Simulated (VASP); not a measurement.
# SnTe3 (Fm-3m) in VASP: a series of runs

The runs below take SnTe3 through vibrations by perturbation theory, with PBEsol.

Program: VASP 6.6.1. These are calculated values, not measurements. Logs are shortened: lines on timing, memory, paths and dates and some standing lists are left out, and cuts for length are marked.

### Step 1. The cell of the first run

The structure is cubic, space group Fm-3m (No. 225). Conventional cell: a = 7.722 Å, b = 7.722 Å, c = 7.722 Å, α = 90.00°, β = 90.00°, γ = 90.00°. Within 4.4 Å of Te (site symmetry m-3m) lie 8 Te at 3.34 Å and 6 Sn at 3.86 Å. Within 4.4 Å of Te (site symmetry -43m) lie 10 Te at 3.34 to 3.86 Å and 4 Sn at 3.34 Å. Within 4.4 Å of Sn (site symmetry m-3m) lie 14 Te at 3.34 to 3.86 Å.

### Step 2. Vibrations by perturbation theory, PBEsol

File INCAR:

```
PREC = Accurate
ENCUT = 520
EDIFF = 1E-8
ISMEAR = -1
SIGMA = 0.05
LREAL = False
LASPH = True
NELM = 80
ALGO = Normal
ISIF = 2
LWAVE = False
LCHARG = True
GGA = PS
NBANDS = 24
IBRION = 8
NSW = 1
```

File KPOINTS:

```
regular mesh
0
Gamma
  6 6 6
```

File POSCAR:

```
SnTe3
1.0
    0.0000000000      3.8612190000      3.8612190000
    3.8612190000      0.0000000000      3.8612190000
    3.8612190000      3.8612190000      0.0000000000
Te Sn
3 1
Direct
    0.5000000000      0.5000000000      0.5000000000
    0.7500000000      0.7500000000      0.7500000000
    0.2500000000      0.2500000000      0.2500000000
    0.0000000000      0.0000000000      0.0000000000
```

Potentials or basis: VASP PAW PBE potentials, release 64 (Te, Sn_d).

Command:

```
> cat potpaw_PBE.64/Te/POTCAR potpaw_PBE.64/Sn_d/POTCAR > POTCAR
> mpirun -np 1 vasp_std > vasp.out
```

OUTCAR:

```text
PREC = Accurate
   ENCUT = 520
   EDIFF = 1E-8
   ISMEAR = -1
   LREAL = False
   LASPH = True
   NELM = 80
   ISIF = 2
   GGA = PS
   IBRION = 8
   NSW = 1

 ion  position               nearest neighbor table
   1  0.500  0.500  0.500-   3 3.34   3 3.34   3 3.34   2 3.34   3 3.34   2 3.34   2 3.34   2 3.34

   2  0.750  0.750  0.750-   1 3.34   1 3.34   1 3.34   1 3.34   4 3.34   4 3.34   4 3.34   4 3.34

   3  0.250  0.250  0.250-   4 3.34   4 3.34   4 3.34   1 3.34   4 3.34   1 3.34   1 3.34   1 3.34

   4  0.000  0.000  0.000-   2 3.34   2 3.34   2 3.34   2 3.34   3 3.34   3 3.34   3 3.34   3 3.34

  LATTYP: Found a face centered cubic cell.
 ALAT       =     7.7224380000

  Lattice vectors:

 A1 = (   0.0000000000,   3.8612190000,   3.8612190000)
 A2 = (   3.8612190000,   0.0000000000,   3.8612190000)
 A3 = (   3.8612190000,   3.8612190000,   0.0000000000)

Analysis of symmetry for initial positions (statically):
=====================================================================
 Subroutine PRICEL returns:
 Original cell was already a primitive cell.

 Routine SETGRP: Setting up the symmetry group for a
 face centered cubic supercell.

 Subroutine GETGRP returns: Found 48 space group operations
 (whereof 48 operations were pure point group operations)
 out of a pool of 48 trial point group operations.

The static configuration has the point symmetry O_h .

Analysis of symmetry for dynamics (positions and initial velocities):
=====================================================================
 Subroutine PRICEL returns:
 Original cell was already a primitive cell.

 Routine SETGRP: Setting up the symmetry group for a
 face centered cubic supercell.

 Subroutine GETGRP returns: Found 48 space group operations
 (whereof 48 operations were pure point group operations)
[... 612 lines left out ...]
    total drift:                               -0.000000      0.000000      0.000000

  FREE ENERGIE OF THE ION-ELECTRON SYSTEM (eV)
  ---------------------------------------------------
  free  energy   TOTEN  =       -14.3722867185 eV

  energy  without entropy=      -14.3385340364  energy(sigma->0) =      -14.35541038

[... ionic steps 2 to 12 ...]

--------------------------------------- Ionic step       13  -------------------------------------------

 Free energy of the ion-electron system (eV)
  ---------------------------------------------------
  ---------------------------------------------------
  free energy    TOTEN  =        -0.22322489 eV

  energy without entropy =       -0.22322488

------------------------ aborting loop because EDIFF is reached ----------------------------------------

 INTERNAL STRAIN TENSOR  FOR ION    4  DIRECTION 1   (eV/Angst):
 -----------------------------------------------------------------------------
    -0.01738  0.00000  0.00000
    -0.00000 -0.00255  0.00000
     0.00000  0.00000 -0.00255

 INTERNAL STRAIN TENSOR FOR ION    4 for displacements in x,y,z  (eV/Angst):
          X           Y           Z          XY          YZ          ZX
  --------------------------------------------------------------------------------
  x     0.00000     0.00000     0.00000     0.00000     0.00000     0.00000
  y     0.00000     0.00000     0.00000     0.00000     0.00000     0.00000
  z     0.00000     0.00000     0.00000     0.00000     0.00000     0.00000

 SECOND DERIVATIVES (NOT SYMMETRIZED)
 ------------------------------------
               1X          1Y          1Z          2X          2Y          2Z          3X          3Y          3Z          4X          4Y          4Z
  1X     0.611480    0.000000    0.000000   -1.001388    0.000000    0.000000   -1.001388    0.000000    0.000000    1.391295    0.000000    0.000000
  1Y     0.000000    0.611480    0.000000    0.000000   -1.001388    0.000000    0.000000   -1.001388    0.000000    0.000000    1.391295    0.000000
  1Z     0.000000    0.000000    0.611480    0.000000    0.000000   -1.001388    0.000000    0.000000   -1.001388    0.000000    0.000000    1.391295
  2X    -0.971109    0.000000    0.000000    0.097054    0.000000    0.000000    1.178604    0.000000    0.000000   -0.304550    0.000000    0.000000
  2Y     0.000000   -0.971109    0.000000    0.000000    0.097054   -0.000000    0.000000    1.178604    0.000000    0.000000   -0.304550    0.000000
  2Z     0.000000    0.000000   -0.971109    0.000000   -0.000000    0.097054    0.000000    0.000000    1.178604    0.000000    0.000000   -0.304550
  3X    -0.971109    0.000000    0.000000    1.178604    0.000000    0.000000    0.097054    0.000000    0.000000   -0.304550    0.000000    0.000000
  3Y     0.000000   -0.971109    0.000000    0.000000    1.178604    0.000000    0.000000    0.097054   -0.000000    0.000000   -0.304550    0.000000
  3Z     0.000000    0.000000   -0.971109    0.000000    0.000000    1.178604    0.000000   -0.000000    0.097054    0.000000    0.000000   -0.304550
  4X     1.391334    0.000000    0.000000   -0.315213    0.000000    0.000000   -0.315213    0.000000    0.000000   -0.760907    0.000000    0.000000
  4Y     0.000000    1.391334    0.000000    0.000000   -0.315213    0.000000    0.000000   -0.315213    0.000000    0.000000   -0.760907    0.000000
  4Z     0.000000    0.000000    1.391334    0.000000    0.000000   -0.315213    0.000000    0.000000   -0.315213    0.000000    0.000000   -0.760907

 Eigenvectors and eigenvalues of the dynamical matrix
 ----------------------------------------------------

   1 f  =    1.837856 THz    11.547593 2PiTHz   61.304294 cm-1     7.600760 meV
             X         Y         Z           dx          dy          dz
      3.861219  3.861219  3.861219     0.422409    0.388136   -0.005155
      5.791829  5.791829  5.791829     0.074297    0.068269   -0.000907
      1.930610  1.930610  1.930610     0.074297    0.068269   -0.000907
      0.000000  0.000000  0.000000    -0.593882   -0.545695    0.007248
[... 71 lines left out ...]
  12 f/i=    2.329384 THz    14.635950 2PiTHz   77.699879 cm-1     9.633553 meV
             X         Y         Z           dx          dy          dz
      3.861219  3.861219  3.861219     0.045681   -0.647029    0.000000
      5.791829  5.791829  5.791829    -0.033886    0.479954    0.000000
      1.930610  1.930610  1.930610    -0.033886    0.479954   -0.000000
      0.000000  0.000000  0.000000     0.024013   -0.340122    0.000000

--------------------------------------------------------------------------------------------------------

 ELASTIC MODULI CONTR FROM IONIC RELAXATION (kBar)
 Direction    XX          YY          ZZ          XY          YZ          ZX
 --------------------------------------------------------------------------------
 XX          -0.0000     -0.0000     -0.0000     -0.0000      0.0000     -0.0000
 YY          -0.0000     -0.0000     -0.0000     -0.0000     -0.0000      0.0000
 ZZ          -0.0000     -0.0000     -0.0000      0.0000     -0.0000     -0.0000
 XY          -0.0000     -0.0000      0.0000   -352.5232      0.0000      0.0000
 YZ           0.0000     -0.0000     -0.0000      0.0000   -352.5232      0.0000
 ZX          -0.0000      0.0000     -0.0000      0.0000      0.0000   -352.5232
 --------------------------------------------------------------------------------
```

OSZICAR:

```text
N       E                     dE             d eps       ncg     rms          rms(c)
DAV:   1     0.225786290343E+03    0.22579E+03   -0.13241E+04   776   0.134E+03
DAV:   2     0.984056628084E+01   -0.21595E+03   -0.20457E+03   800   0.354E+02
DAV:   3    -0.134833493950E+02   -0.23324E+02   -0.22213E+02   952   0.102E+02
DAV:   4    -0.144100027327E+02   -0.92665E+00   -0.92053E+00   912   0.208E+01
[... 55 lines left out ...]
RMM:   7    -0.223225365502E+00   -0.37841E-05   -0.31229E-07  2897   0.203E-03    0.394E-04
RMM:   8    -0.223224997530E+00    0.36797E-06   -0.11279E-09  2881   0.828E-04    0.120E-04
RMM:   9    -0.223224832289E+00    0.16524E-06   -0.52599E-08  3006   0.375E-04    0.391E-05
RMM:  10    -0.223224899095E+00   -0.66806E-07    0.33045E-08  3020   0.179E-04    0.132E-05
RMM:  11    -0.223224891055E+00    0.80398E-08    0.69599E-08  2955   0.977E-05    0.804E-06
 Linear response finished
```

Run time: 6.5 min. Hardware: 1 thread of Intel Xeon Platinum 8488C (Sapphire Rapids), shared host; peak memory 0.49 GiB.

What came out:

- Highest phonon frequency at Γ, LO-TO splitting left out: 61 cm⁻¹
- Most unstable mode: 78i cm⁻¹

Phonon frequencies in cm⁻¹ (negative: imaginary):
```tsv
q point	frequencies
(0.000, 0.000, 0.000)	-78 -78 -78 1 1 1 48 48 48 61 61 61
```

Caveat: the cell wasn't relaxed at this level first, which shifts response properties; some modes are imaginary; spin-orbit coupling is left out, which moves the levels of the heavy elements.

### Step 3. Vibrations by perturbation theory, PBEsol

File INCAR:

```
SYSTEM = SnTe3
  PREC = Accurate
  ENCUT = 520
  EDIFF = 1E-8
  ISMEAR = -1
  SIGMA = 0.05
  LREAL = .FALSE.
  LASPH = .TRUE.
  NELM = 60
  ALGO = Normal
  ISIF = 2
  LWAVE = .FALSE.
  LCHARG = .FALSE.
  GGA = PS
  IBRION = 8
  NSW = 1
```

File KPOINTS:

```
regular mesh
0
G
  6 6 6
  0 0 0
```

POSCAR is that of step 2.

Potentials or basis: VASP PAW PBE potentials, release 64 (Te, Sn_d).

Command:

```
> cat potpaw_PBE.64/Te/POTCAR potpaw_PBE.64/Sn_d/POTCAR > POTCAR
> mpirun -np 1 vasp_std > vasp.out
```

OUTCAR:

```text
SYSTEM = SnTe3
   PREC = Accurate
   ENCUT = 520
   EDIFF = 1E-8
   ISMEAR = -1
   LREAL = .FALSE.
   LASPH = .TRUE.
   NELM = 60
   ISIF = 2
   GGA = PS
   IBRION = 8
   NSW = 1

 ion  position               nearest neighbor table
   1  0.500  0.500  0.500-   3 3.34   3 3.34   3 3.34   2 3.34   3 3.34   2 3.34   2 3.34   2 3.34

   2  0.750  0.750  0.750-   1 3.34   1 3.34   1 3.34   1 3.34   4 3.34   4 3.34   4 3.34   4 3.34

   3  0.250  0.250  0.250-   4 3.34   4 3.34   4 3.34   1 3.34   4 3.34   1 3.34   1 3.34   1 3.34

   4  0.000  0.000  0.000-   2 3.34   2 3.34   2 3.34   2 3.34   3 3.34   3 3.34   3 3.34   3 3.34

  LATTYP: Found a face centered cubic cell.
 ALAT       =     7.7224380000

  Lattice vectors:

 A1 = (   0.0000000000,   3.8612190000,   3.8612190000)
 A2 = (   3.8612190000,   0.0000000000,   3.8612190000)
 A3 = (   3.8612190000,   3.8612190000,   0.0000000000)

Analysis of symmetry for initial positions (statically):
=====================================================================
 Subroutine PRICEL returns:
 Original cell was already a primitive cell.

 Routine SETGRP: Setting up the symmetry group for a
 face centered cubic supercell.

 Subroutine GETGRP returns: Found 48 space group operations
 (whereof 48 operations were pure point group operations)
 out of a pool of 48 trial point group operations.

[... 575 lines left out ...]
  free energy    TOTEN  =        -0.22322483 eV

  energy without entropy =       -0.22322482

------------------------ aborting loop because EDIFF is reached ----------------------------------------

 INTERNAL STRAIN TENSOR  FOR ION    4  DIRECTION 1   (eV/Angst):
 -----------------------------------------------------------------------------
    -0.01738 -0.00000  0.00000
     0.00000 -0.00250  0.00000
    -0.00000  0.00000 -0.00250

 INTERNAL STRAIN TENSOR FOR ION    4 for displacements in x,y,z  (eV/Angst):
          X           Y           Z          XY          YZ          ZX
  --------------------------------------------------------------------------------
  x     0.00000     0.00000     0.00000     0.00000     0.00000     0.00000
  y     0.00000     0.00000     0.00000     0.00000     0.00000     0.00000
  z     0.00000     0.00000     0.00000     0.00000     0.00000     0.00000

 SECOND DERIVATIVES (NOT SYMMETRIZED)
 ------------------------------------
               1X          1Y          1Z          2X          2Y          2Z          3X          3Y          3Z          4X          4Y          4Z
  1X     0.605495    0.000000    0.000000   -1.000973    0.000000    0.000000   -1.000973    0.000000    0.000000    1.396450    0.000000    0.000000
  1Y     0.000000    0.605495    0.000000    0.000000   -1.000973    0.000000    0.000000   -1.000973    0.000000    0.000000    1.396450    0.000000
  1Z     0.000000    0.000000    0.605495    0.000000    0.000000   -1.000973    0.000000    0.000000   -1.000973    0.000000    0.000000    1.396450
  2X    -0.971130    0.000000    0.000000    0.097025    0.000000    0.000000    1.178718    0.000000    0.000000   -0.304613    0.000000    0.000000
  2Y     0.000000   -0.971130    0.000000    0.000000    0.097025    0.000000    0.000000    1.178718    0.000000    0.000000   -0.304613    0.000000
  2Z     0.000000    0.000000   -0.971130    0.000000    0.000000    0.097025    0.000000    0.000000    1.178718    0.000000    0.000000   -0.304613
  3X    -0.971130    0.000000    0.000000    1.178718    0.000000    0.000000    0.097025    0.000000    0.000000   -0.304613    0.000000    0.000000
  3Y     0.000000   -0.971130    0.000000    0.000000    1.178718    0.000000    0.000000    0.097025    0.000000    0.000000   -0.304613    0.000000
  3Z     0.000000    0.000000   -0.971130    0.000000    0.000000    1.178718    0.000000    0.000000    0.097025    0.000000    0.000000   -0.304613
  4X     1.391446    0.000000    0.000000   -0.315143    0.000000    0.000000   -0.315143    0.000000    0.000000   -0.761160    0.000000    0.000000
  4Y     0.000000    1.391446    0.000000    0.000000   -0.315143    0.000000    0.000000   -0.315143    0.000000    0.000000   -0.761160    0.000000
  4Z     0.000000    0.000000    1.391446    0.000000    0.000000   -0.315143    0.000000    0.000000   -0.315143    0.000000    0.000000   -0.761160

 Eigenvectors and eigenvalues of the dynamical matrix
 ----------------------------------------------------

   1 f  =    1.840268 THz    11.562745 2PiTHz   61.384734 cm-1     7.610734 meV
             X         Y         Z           dx          dy          dz
      3.861219  3.861219  3.861219     0.562210    0.118279   -0.011536
      5.791829  5.791829  5.791829     0.098912    0.020809   -0.002030
      1.930610  1.930610  1.930610     0.098912    0.020809   -0.002030
      0.000000  0.000000  0.000000    -0.788405   -0.165867    0.016177
[... 71 lines left out ...]
  12 f/i=    2.328747 THz    14.631950 2PiTHz   77.678642 cm-1     9.630920 meV
             X         Y         Z           dx          dy          dz
      3.861219  3.861219  3.861219    -0.326416   -0.559933    0.000000
      5.791829  5.791829  5.791829     0.242415    0.415837    0.000000
      1.930610  1.930610  1.930610     0.242415    0.415837   -0.000000
      0.000000  0.000000  0.000000    -0.171940   -0.294946   -0.000000

--------------------------------------------------------------------------------------------------------

 ELASTIC MODULI CONTR FROM IONIC RELAXATION (kBar)
 Direction    XX          YY          ZZ          XY          YZ          ZX
 --------------------------------------------------------------------------------
 XX          -0.0000     -0.0000     -0.0000     -0.0000     -0.0000      0.0000
 YY          -0.0000     -0.0000     -0.0000     -0.0000     -0.0000      0.0000
 ZZ          -0.0000     -0.0000     -0.0000     -0.0000     -0.0000      0.0000
 XY          -0.0000     -0.0000     -0.0000   -352.4844     -0.0000     -0.0000
 YZ          -0.0000     -0.0000     -0.0000     -0.0000   -352.4844      0.0000
 ZX           0.0000      0.0000      0.0000     -0.0000      0.0000   -352.4844
 --------------------------------------------------------------------------------
```

OSZICAR:

```text
N       E                     dE             d eps       ncg     rms          rms(c)
DAV:   1     0.235225103409E+03    0.23523E+03   -0.13689E+04   644   0.164E+03
DAV:   2     0.130146992970E+02   -0.22221E+03   -0.21438E+03   704   0.372E+02
DAV:   3    -0.130754748247E+02   -0.26090E+02   -0.24438E+02   780   0.117E+02
[... 59 lines left out ...]
RMM:   9    -0.223224468109E+00    0.94297E-07    0.49650E-08  2519   0.538E-04    0.329E-05
RMM:  10    -0.223224711097E+00   -0.24299E-06    0.52846E-08  2488   0.268E-04    0.191E-05
RMM:  11    -0.223224858358E+00   -0.14726E-06   -0.16530E-08  2554   0.157E-04    0.699E-06
RMM:  12    -0.223224809486E+00    0.48871E-07    0.87032E-10  2497   0.103E-04    0.476E-06
RMM:  13    -0.223224830155E+00   -0.20669E-07   -0.60685E-09  2328   0.749E-05    0.122E-06
RMM:  14    -0.223224828811E+00    0.13442E-08   -0.45786E-09  1974   0.606E-05    0.120E-06
 Linear response finished
```

stdout:

```text
POSCAR found type information on POSCAR TeSn
 POSCAR found :  2 types and       4 ions
 scaLAPACK will be used
 -----------------------------------------------------------------------------
|                                                                             |
|                                                                             |
|     You enforced a specific xc type in the INCAR file but a different       |
|     I HOPE YOU KNOW WHAT YOU ARE DOING!                                     |
|                                                                             |
 -----------------------------------------------------------------------------

 LDA part: xc-table for (Slater+PW92), standard interpolation
 POSCAR, INCAR and KPOINTS ok, starting setup
 FFT: planning ... GRIDC
 FFT: planning ... GRID_SOFT
 FFT: planning ... GRID
 WAVECAR not read
 entering main loop
 Linear response reoptimize wavefunctions to high precision
 Linear response DOF=           3
 Linear response progress:
 first order change of Fermi-energy  -0.37191E-05
 force on displaced ion       1 direction 1 :   0.605   0.000   0.000
 Linear response progress:
 first order change of Fermi-energy  -0.49404E-04
 force on displaced ion       2 direction 1 :   0.097  -0.000  -0.000
 Linear response progress:
 first order change of Fermi-energy   0.11484E-04
 force on displaced ion       4 direction 1 :  -0.761   0.000   0.000
 Linear response finished
```

Wall time 4.4 min (1 thread of Intel Xeon 6975P-C (Granite Rapids), shared host); peak memory 0.46 GiB.

What came out:

| Item | Value |
| --- | --- |
| Highest phonon frequency at Γ, LO-TO splitting left out | 61 cm⁻¹ |
| Most unstable mode | 78i cm⁻¹ |

Phonon frequencies in cm⁻¹ (negative: imaginary):
```csv
q point,frequencies
"(0.000, 0.000, 0.000)",-78 -78 -78 1 1 1 48 48 48 61 61 61
```

Caveat: the cell wasn't relaxed at this level first, which shifts response properties; some modes are imaginary; spin-orbit coupling is left out, which moves the levels of the heavy elements.
